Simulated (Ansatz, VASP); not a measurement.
**One calculation of Co3F, two programs**

File INCAR:

```
PREC = Accurate
ENCUT = 600
EDIFF = 1E-6
ISMEAR = 0
SIGMA = 0.1
LREAL = F
LASPH = T
NELM = 150
ALGO = Normal
ISIF = 3
LWAVE = F
LCHARG = F
ISPIN = 2
MAGMOM = 2.22 2.22 2.22 0.19
LORBIT = 11
LMAXMIX = 4
GGA = PE
IBRION = 2
NSW = 90
EDIFFG = -0.04
```

File KPOINTS:

```
regular mesh
0
Gamma
  6 6 6
```

POSCAR

```
Co3F
1.0
    3.4136635825      0.0000000000      0.0000000000
    0.0000000000      3.4136635825      0.0000000000
    0.0000000000      0.0000000000      3.4136635825
Co F
3 1
Direct
    0.0000000000      0.5000000000      0.5000000000
    0.5000000000      0.0000000000      0.5000000000
    0.5000000000      0.5000000000      0.0000000000
    0.0000000000      0.0000000000      0.0000000000
```

Input for Ansatz:

```yaml
crystal:
  lattice:
    - [3.4136635825, 0.0, 0.0]
    - [0.0, 3.4136635825, 0.0]
    - [0.0, 0.0, 3.4136635825]
  atoms:
    - { symbol: Co, position: [0.0, 0.5, 0.5], spin: 2.22 }
    - { symbol: Co, position: [0.5, 0.0, 0.5], spin: 2.22 }
    - { symbol: Co, position: [0.5, 0.5, 0.0], spin: 2.22 }
    - { symbol: F, position: [0.0, 0.0, 0.0], spin: 0.19 }
basis:
  ecutwfc: 420
kpoints:
  mp_grid: { grid: [6, 6, 6] }
hamiltonian:
  xc: pbe
scf:
  occupations: { method: gaussian, width: 0.1 }
  lower_state_search: "off"
output:
  forces: true
  stress: true
  eigenvalues: true
  populations: true
magnetization:
  spin_polarized: true
relax:
  adjacent_minimum: "off"
  f_tol: 0.04
  max_steps: 70
  cell: { stress_tol: 0.4 }
```

Alike in both runs: task relaxation of cell and atoms; functional PBE; k mesh 6 × 6 × 6; occupations gaussian, width 0.1 eV; collinear spin.

```csv
,VASP,Ansatz
version,VASP 6.6.1,Ansatz 0.2.0
potentials or method,"VASP PAW PBE potentials, release 64 (Co, F), cutoff 600 eV","scalar-relativistic, plane waves, PAW"
valence electrons in the cell,34,58
```

|  | VASP | Ansatz | Ansatz less VASP |
| --- | --- | --- | --- |
| gap on the k mesh at the Fermi level, each at its own relaxed structure (eV) | none | none | - |
| net moment per atom (μB) | 1.56 | 1.56 | 0.000 |
| size of the moment on the site where the two differ most (μB) | 2.04 | 2.06 | +0.023 |
| relaxed volume (Å³/atom) | 11.69 | 11.72 | +0.035 |
| relaxed length of the cell vector where the two differ most in proportion (Å) | 3.603 | 3.606 | +0.0036 |

Site moments also hang on the region over which each program counts them. A gap of «none» marks a metal or a gap that the smearing closes. VASP's potentials hold 34 valence electrons a cell and Ansatz's 58, so a difference there can come from the potentials and not from the codes.

Noted on VASP's run: the volume moved by over 15 % at a fixed basis, so the end points are rough.
